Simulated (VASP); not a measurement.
# WSe2 (P6_3/mmc) in VASP: further runs, part 2 of 2

VASP 6.6.1. Earlier steps stand in the parts before.

**3. Single point, PBE (uniaxial strain along c: -1.0 %)**

File INCAR:

```
SYSTEM = WSe2
PREC     = Accurate       ! precision mode
ENCUT    = 520            ! plane-wave cutoff, eV
EDIFF    = 1E-6           ! SCF threshold, eV
ISMEAR   = 0              ! smearing method
SIGMA    = 0.02           ! smearing width, eV
LREAL    = .False.        ! projectors in reciprocal space
LASPH    = .True.         ! aspherical terms in the spheres
NELM     = 80             ! most SCF steps
ALGO     = Normal         ! electronic algorithm
ISIF     = 2              ! what is computed and relaxed
LWAVE    = .False.        ! write WAVECAR
LCHARG   = .True.         ! write CHGCAR
GGA      = PE             ! functional
LELF     = .True.         ! ELF
LVHAR    = .True.       
NBANDS   = 35             ! bands
```

File KPOINTS:

```
Automatic mesh
0
Gamma
  12 12 2
  0 0 0
```

File POSCAR:

```
WSe2
1.0
    3.3292891203      0.0000000000      0.0000000000
   -1.6646445602      2.8832489547      0.0000000000
    0.0000000000      0.0000000000     14.8933887847
W Se
2 4
Direct
    0.6666666667      0.3333333333      0.7500000000
    0.3333333333      0.6666666667      0.2500000000
    0.3333333333      0.6666666667      0.8615430793
    0.6666666667      0.3333333333      0.3615430793
    0.3333333333      0.6666666667      0.6384569207
    0.6666666667      0.3333333333      0.1384569207
```

Potentials or basis: VASP PAW PBE potentials, release 64 (W_sv, Se).

Started as:

```bash
> cat potpaw_PBE.64/W_sv/POTCAR potpaw_PBE.64/Se/POTCAR > POTCAR
> mpirun -np 1 vasp_std > vasp.out
```

Wall time 6.7 min (1 thread of AMD EPYC 7R13, shared host); peak memory 0.38 GiB.

It converged, with:

```yaml
Free_energy: -43.2465 eV
Pressure: 1.0 GPa
Largest_force: 0.283 eV/Å
Band_gap_on_the_k_mesh: 1.45 eV (least direct gap 1.46 eV)
```

Forces on the atoms (eV/Å):
```
W    0.000  0.000  0.000
W    0.000  0.000  0.000
Se   0.000  0.000  0.283
Se   0.000  0.000  0.283
Se   0.000  0.000 -0.283
Se   0.000  0.000 -0.283
```

Stress tensor (GPa, compression positive):
```
0.41 0.00 0.00
0.00 0.41 0.00
0.00 0.00 2.13
```

Levels at points of the mesh, in eV from the valence-band top:
| k point | band 23 | band 24 | band 25 | band 26 | band 27 | band 28 | band 29 | band 30 |
| --- | --- | --- | --- | --- | --- | --- | --- | --- |
| (0.00, 0.00, 0.00) | -1.33 | -1.33 | -0.51 | 0.00 | 2.86 | 2.86 | 2.86 | 2.86 |
| (0.50, 0.00, 0.00) | -1.05 | -1.02 | -1.01 | -0.99 | 2.27 | 2.28 | 2.62 | 2.71 |
| (0.00, 0.00, 0.50) | -1.33 | -1.33 | -0.19 | -0.19 | 2.86 | 2.86 | 2.86 | 2.86 |
| (0.50, 0.00, 0.50) | -1.04 | -1.04 | -1.00 | -1.00 | 2.27 | 2.27 | 2.67 | 2.67 |

Caveat: the cell differs from its parent crystal (uniaxial strain along c: -1.0 %); spin-orbit coupling is left out, which moves the levels of the heavy elements; this functional lacks dispersion, which binds layers or chains, so the pressure and a relaxed spacing across them are unreliable. A k mesh can miss the band edges.

**4. Single point, PBE**

File INCAR:

```
PREC = Accurate
ENCUT = 520
EDIFF = 1E-6
ISMEAR = 0
SIGMA = 0.02
LREAL = F
LASPH = T
NELM = 80
ALGO = Normal
ISIF = 2
LWAVE = F
LCHARG = F
GGA = PE
NBANDS = 35
```

File KPOINTS:

```
Automatic mesh
0
Gamma
  12 12 2
```

Changes to POSCAR since step 3:

```diff
@@ -2,5 +2,5 @@
 1.0
-    3.3292891203      0.0000000000      0.0000000000
-   -1.6646445602      2.8832489547      0.0000000000
-    0.0000000000      0.0000000000     14.8933887847
+    3.3209866537      0.0000000000      0.0000000000
+   -1.6604933268      2.8760588077      0.0000000000
+    0.0000000000      0.0000000000     15.0438270553
 W Se
```

Started as:

```bash
> cat potpaw_PBE.64/W_sv/POTCAR potpaw_PBE.64/Se/POTCAR > POTCAR
> mpirun -np 1 vasp_std > vasp.out
```

It took 6.1 min on 1 thread of AMD EPYC 7R13, shared host; peak memory 0.38 GiB.

The run converged. Its results:

```
Free energy            : -43.2562 eV
Pressure               : 0.3 GPa
Largest force          : 0.045 eV/Å
Band gap on the k mesh : 1.46 eV (least direct gap 1.52 eV)
```

Forces in eV/Å, atoms in the order of the input:
```
W    0.000  0.000  0.000
W    0.000  0.000  0.000
Se   0.000  0.000  0.045
Se   0.000  0.000  0.045
Se   0.000  0.000 -0.045
Se   0.000  0.000 -0.045
```

Stress tensor (GPa, compression positive):
```
0.22 0.00 0.00
0.00 0.22 0.00
0.00 0.00 0.35
```

Levels at points of the mesh, in eV from the valence-band top:
| k point | band 23 | band 24 | band 25 | band 26 | band 27 | band 28 | band 29 | band 30 |
| --- | --- | --- | --- | --- | --- | --- | --- | --- |
| (0.00, 0.00, 0.00) | -1.26 | -1.26 | -0.57 | -0.08 | 2.87 | 2.87 | 2.88 | 2.88 |
| (0.50, 0.00, 0.00) | -1.02 | -1.00 | -0.99 | -0.96 | 2.32 | 2.32 | 2.63 | 2.74 |
| (0.00, 0.00, 0.50) | -1.26 | -1.26 | -0.26 | -0.26 | 2.87 | 2.87 | 2.87 | 2.87 |
| (0.50, 0.00, 0.50) | -1.01 | -1.01 | -0.97 | -0.97 | 2.32 | 2.32 | 2.69 | 2.69 |

Caveat: spin-orbit coupling is left out, which moves the levels of the heavy elements; this functional lacks dispersion, which binds layers or chains, so the pressure and a relaxed spacing across them are unreliable. A k mesh can miss the band edges.

**5. Single point, PBE**

File INCAR:

```
SYSTEM = WSe2
ALGO     = Normal         ! electronic algorithm
EDIFF    = 1E-6           ! SCF threshold, eV
ENCUT    = 520            ! plane-wave cutoff, eV
GGA      = PE             ! functional
ISIF     = 2              ! what is computed and relaxed
ISMEAR   = 0              ! smearing method
LASPH    = .True.         ! aspherical terms in the spheres
LCHARG   = .True.         ! write CHGCAR
LELF     = .True.         ! ELF
LREAL    = .False.        ! projectors in reciprocal space
LVHAR    = .True.       
LWAVE    = .False.        ! write WAVECAR
NBANDS   = 35             ! bands
NELM     = 60             ! most SCF steps
PREC     = Accurate       ! precision mode
SIGMA    = 0.02           ! smearing width, eV
```

File KPOINTS:

```
k-points
0
Gamma
  12 12 2
  0 0 0
```

POSCAR is that of step 4.

Started as:

```bash
> cat potpaw_PBE.64/W_sv/POTCAR potpaw_PBE.64/Se/POTCAR > POTCAR
> mpirun -np 1 vasp_std > vasp.out
```

Run time: 5.9 min. Hardware: 1 thread of AMD EPYC 7R13, shared host; peak memory 0.38 GiB.

The run converged. Its results:

* Free energy: -43.2562 eV
* Pressure: 0.3 GPa
* Largest force: 0.045 eV/Å
* Band gap on the k mesh: 1.46 eV (least direct gap 1.52 eV)

Forces on the atoms (eV/Å):
```
W    0.000  0.000  0.000
W    0.000  0.000  0.000
Se   0.000  0.000  0.045
Se   0.000  0.000  0.045
Se   0.000  0.000 -0.045
Se   0.000  0.000 -0.045
```

Stress tensor (GPa, compression positive):
```
0.22 0.00 0.00
0.00 0.22 0.00
0.00 0.00 0.35
```

Levels at points of the mesh, in eV from the valence-band top:
| k point | band 23 | band 24 | band 25 | band 26 | band 27 | band 28 | band 29 | band 30 |
| --- | --- | --- | --- | --- | --- | --- | --- | --- |
| (0.00, 0.00, 0.00) | -1.26 | -1.26 | -0.57 | -0.08 | 2.87 | 2.87 | 2.88 | 2.88 |
| (0.50, 0.00, 0.00) | -1.02 | -1.00 | -0.99 | -0.96 | 2.32 | 2.32 | 2.63 | 2.74 |
| (0.00, 0.00, 0.50) | -1.26 | -1.26 | -0.26 | -0.26 | 2.87 | 2.87 | 2.87 | 2.87 |
| (0.50, 0.00, 0.50) | -1.01 | -1.01 | -0.97 | -0.97 | 2.32 | 2.32 | 2.69 | 2.69 |

Caveat: spin-orbit coupling is left out, which moves the levels of the heavy elements; this functional lacks dispersion, which binds layers or chains, so the pressure and a relaxed spacing across them are unreliable. A k mesh can miss the band edges.

**6. Single point, PBE (uniaxial strain along c: +1.0 %)**

File INCAR:

```
PREC     = Accurate       # precision mode
ENCUT    = 520            # plane-wave cutoff, eV
EDIFF    = 1E-6           # SCF threshold, eV
ISMEAR   = 0              # smearing method
SIGMA    = 0.02           # smearing width, eV
LREAL    = F              # projectors in reciprocal space
LASPH    = T              # aspherical terms in the spheres
NELM     = 100            # most SCF steps
ALGO     = Normal         # electronic algorithm
ISIF     = 2              # what is computed and relaxed
LWAVE    = F              # write WAVECAR
LCHARG   = F              # write CHGCAR
GGA      = PE             # functional
NBANDS   = 35             # bands
```

File KPOINTS:

```
Automatic mesh
0
Gamma
  12 12 2
```

Changes to POSCAR since step 5:

```diff
@@ -2,5 +2,5 @@
 1.0
-    3.3209866537      0.0000000000      0.0000000000
-   -1.6604933268      2.8760588077      0.0000000000
-    0.0000000000      0.0000000000     15.0438270553
+    3.3126841870      0.0000000000      0.0000000000
+   -1.6563420935      2.8688686607      0.0000000000
+    0.0000000000      0.0000000000     15.1942653259
 W Se
```

Potentials or basis: VASP PAW PBE potentials, release 64 (W_sv, Se).

Started as:

```bash
> cat potpaw_PBE.64/W_sv/POTCAR potpaw_PBE.64/Se/POTCAR > POTCAR
> mpirun -np 1 vasp_std > vasp.out
```

Wall time 7.3 min (1 thread of AMD EPYC 7R13, shared host); peak memory 0.37 GiB.

Results (log left out):

```
Free energy            : -43.2510 eV
Pressure               : -0.4 GPa
Largest force          : 0.184 eV/Å
Band gap on the k mesh : 1.40 eV (least direct gap 1.58 eV)
```

Forces in eV/Å, atoms in the order of the input:
```
W    0.000  0.000  0.000
W    0.000  0.000  0.000
Se   0.000  0.000 -0.184
Se   0.000  0.000 -0.184
Se   0.000  0.000  0.184
Se   0.000  0.000  0.184
```

Stress tensor (GPa, compression positive):
```
 0.05  0.00  0.00
 0.00  0.05  0.00
 0.00  0.00 -1.39
```

Levels at points of the mesh, in eV from the valence-band top:
```
           k point  band 22  band 23  band 24  band 25  band 26  band 27  band 28  band 29  band 30  band 31
(0.00, 0.00, 0.00)    -1.20    -1.19    -1.19    -0.64    -0.17     2.87     2.87     2.88     2.88     3.00
(0.50, 0.00, 0.00)    -2.20    -1.03    -1.02    -0.94    -0.91     2.35     2.36     2.63     2.74     3.39
(0.00, 0.00, 0.50)    -1.20    -1.20    -1.20    -0.35    -0.35     2.87     2.87     2.87     2.87     3.01
(0.50, 0.00, 0.50)    -2.21    -1.02    -1.02    -0.92    -0.92     2.36     2.36     2.69     2.69     3.58
```

Caveat: the cell differs from its parent crystal (uniaxial strain along c: +1.0 %); spin-orbit coupling is left out, which moves the levels of the heavy elements; this functional lacks dispersion, which binds layers or chains, so the pressure and a relaxed spacing across them are unreliable. A k mesh can miss the band edges.

**7. Overview**

```csv
task,cell,cutoff (eV),gap on the mesh (eV),pressure (GPa),largest force (eV/Å)
relaxation of cell and atoms,"relaxed from a = 3.321, b = 3.321, c = 15.044 Å, angles 90.0, 90.0, 120.0°, 6 atoms",500,1.45,0.0,-
single point,"a = 3.329, b = 3.329, c = 14.893 Å, angles 90.0, 90.0, 120.0°, 6 atoms",520,1.45,1.0,0.28
single point,"a = 3.321, b = 3.321, c = 15.044 Å, angles 90.0, 90.0, 120.0°, 6 atoms",520,1.46,0.3,0.05
single point,"a = 3.313, b = 3.313, c = 15.194 Å, angles 90.0, 90.0, 120.0°, 6 atoms",520,1.40,-0.4,0.18
```

Alike in all rows: level PBE; potentials or basis VASP PAW PBE potentials, release 64 (W_sv, Se); no spin polarisation; k mesh 12 × 12 × 2; smearing gaussian 0.02 eV.

Caveats: spin-orbit coupling is left out, which moves the levels of the heavy elements; this functional lacks dispersion, which binds layers or chains, so the pressure and a relaxed spacing across them are unreliable.

Absolute energies hang on the potentials; compare differences alone.
